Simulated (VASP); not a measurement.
Runs of VASP 6.6.1 on Na3H. The structure is that of space group Pmmm (No. 47), or close to it. The cells are those of the table. 

```csv
task,cell,k mesh,cutoff (eV),gap on the mesh (eV),pressure (GPa),largest force (eV/Å)
single point,"a = 3.298, b = 3.490, c = 10.072 Å, 4 atoms",6 × 4 × 2,520,none,-0.1,(b)
single point,"a = 3.298, b = 3.490, c = 10.072 Å, 4 atoms",6 × 6 × 2,520,none,(a),0.02
relaxation of cell and atoms,"relaxed from a = 2.522, b = 3.959, c = 7.618 Å, 4 atoms",6 × 4 × 2,600,none,-0.1,0.04
single point,"a = 2.522, b = 3.959, c = 7.618 Å, 4 atoms",6 × 4 × 2,520,none,14.7,0.34
```

Alike in all rows: level PBE; potentials or basis VASP PAW PBE potentials, release 64 (Na_pv, H); no spin polarisation; smearing gaussian 0.1 eV.

Task: Fill in the values left out.

Result: (a) 0.0; (b) 0.01.

Caveats: some runs use coarse meshes.

A gap of «none» marks levels without a gap at the run's occupations.
